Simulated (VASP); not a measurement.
A run of VASP 6.6.1 is set up as follows.

File INCAR:

```
SYSTEM = InSe
PREC = Accurate ; ENCUT = 520
EDIFF = 1E-7 ; ISMEAR = -1
SIGMA = 0.02 ; LREAL = .FALSE.
LASPH = .TRUE. ; NELM = 80
ALGO = Normal ; ISIF = 2
LWAVE = .FALSE. ; LCHARG = .FALSE.
GGA = PE ; NBANDS = 48
```

File KPOINTS:

```
regular mesh
0
G
  12 12 2
  0 0 0
```

File POSCAR:

```
InSe
1.0
    4.0181119053      0.0000000000      0.0000000000
   -2.0090559527      3.4797869852      0.0000000000
    0.0000000000      0.0000000000     16.9256135378
In Se
4 4
Direct
    0.3333333333      0.6666666667      0.1677023332
    0.6666666667      0.3333333333      0.6677023332
    0.3333333333      0.6666666667      0.3322976668
    0.6666666667      0.3333333333      0.8322976668
    0.3333333333      0.6666666667      0.5927860119
    0.6666666667      0.3333333333      0.0927860119
    0.3333333333      0.6666666667      0.9072139881
    0.6666666667      0.3333333333      0.4072139881
```

Potentials or basis: VASP PAW PBE potentials, release 64 (In_d, Se).

Run with:

```sh
$ cat potpaw_PBE.64/In_d/POTCAR potpaw_PBE.64/Se/POTCAR > POTCAR
$ mpirun -np 1 vasp_std > vasp.out
```

Q: Estimate the pressure.

A: 2.5 GPa.

Q: Estimate the largest force.

A: 0.210 eV/Å.

Q: Predict the band gap on the k mesh.

A: 0.44 eV.

Forces on the atoms (eV/Å):
```
In   0.000  0.000  0.131
In   0.000  0.000  0.131
In   0.000  0.000 -0.131
In   0.000  0.000 -0.131
Se   0.000  0.000 -0.210
Se   0.000  0.000 -0.210
Se   0.000  0.000  0.210
Se   0.000  0.000  0.210
```

Caveat: semilocal functionals underestimate gaps, and a narrow one can read as zero; spin-orbit coupling is left out, which moves the levels of the heavy elements; this functional lacks dispersion, which binds layers or chains, so the pressure and a relaxed spacing across them are unreliable. PBE gaps usually lie below the measured ones, often by a third to a half.
